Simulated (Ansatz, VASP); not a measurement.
# Two plane-wave programs on Sc3Ga2As

```
Sc Ga As
1.0
     3.48268    0.00000    0.00000
     0.00000    3.48268    0.00000
     0.00000    0.00000    9.46402
Sc Ga As
3 2 1
Direct
  0.50000 0.50000 0.15818
  0.50000 0.50000 0.50000
  0.50000 0.50000 0.84182
  0.00000 0.00000 0.33675
  0.00000 0.00000 0.66325
  0.00000 0.00000 0.00000
```

Change from the starting cell: species swapped into the Mg3HgAu2 type (P4/mmm, No. 123).

Alike in both runs: functional PBE; k mesh 10 × 10 × 4; occupations gaussian, width 0.1 eV; no spin polarisation.

Ansatz relaxed the structure, and its values are those at the end. VASP's run is a single point on that final structure, the one shown.

|  | VASP | Ansatz |
| --- | --- | --- |
| version | VASP 6.6.1 | Ansatz 0.2.0 |
| potentials or method | VASP PAW PBE potentials, release 64 (Sc_sv, Ga_d, As), cutoff 520 eV | scalar-relativistic, plane waves, PAW |
| valence electrons in the cell | 64 | 74 |

```tsv
	VASP	Ansatz	Ansatz less VASP
gap on the k mesh at the Fermi level (eV)	none	none	-
pressure (GPa)	0.2	0.0	-0.20
rms of the force components (eV/Å)	0.006	0.001	-0.0045
```

A gap of «none» marks a metal or a gap that the smearing closes. VASP's potentials hold 64 valence electrons a cell and Ansatz's 74, so a difference there can come from the potentials and not from the codes.
